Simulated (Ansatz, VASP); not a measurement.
Two plane-wave programs on ScTi2O2

```
CELL_PARAMETERS angstrom
1.52394 0.87985 7.41013
-1.52394 0.87985 7.41013
0.00000 -1.75970 7.41013
ATOMIC_POSITIONS crystal
Sc 0.00000 0.00000 0.00000
Ti 0.78252 0.78252 0.78252
Ti 0.21748 0.21748 0.21748
O 0.60830 0.60830 0.60830
O 0.39170 0.39170 0.39170
```

Change from the starting cell: the structure that the rattled cell fell into.

Alike in both runs: functional PBE; k mesh 12 × 12 × 12; occupations gaussian, width 0.1 eV; no spin polarisation.

Ansatz relaxed the structure, and its values are those at the end. VASP's run is a single point on that final structure, the one shown.

|  | VASP | Ansatz |
| --- | --- | --- |
| version | VASP 6.6.1 | Ansatz 0.2.0 |
| potentials or method | VASP PAW PBE potentials, release 64 (Sc_sv, Ti_sv, O), cutoff 520 eV | scalar-relativistic, plane waves, PAW |
| valence electrons in the cell | 47 | 47 |

```csv
,VASP,Ansatz,Ansatz less VASP
gap on the k mesh at the Fermi level (eV),none,none,-
pressure (GPa),0.6,0.0,-0.62
rms of the force components (eV/Å),0.022,0.002,-0.0200
```

A gap of «none» marks a metal or a gap that the smearing closes.
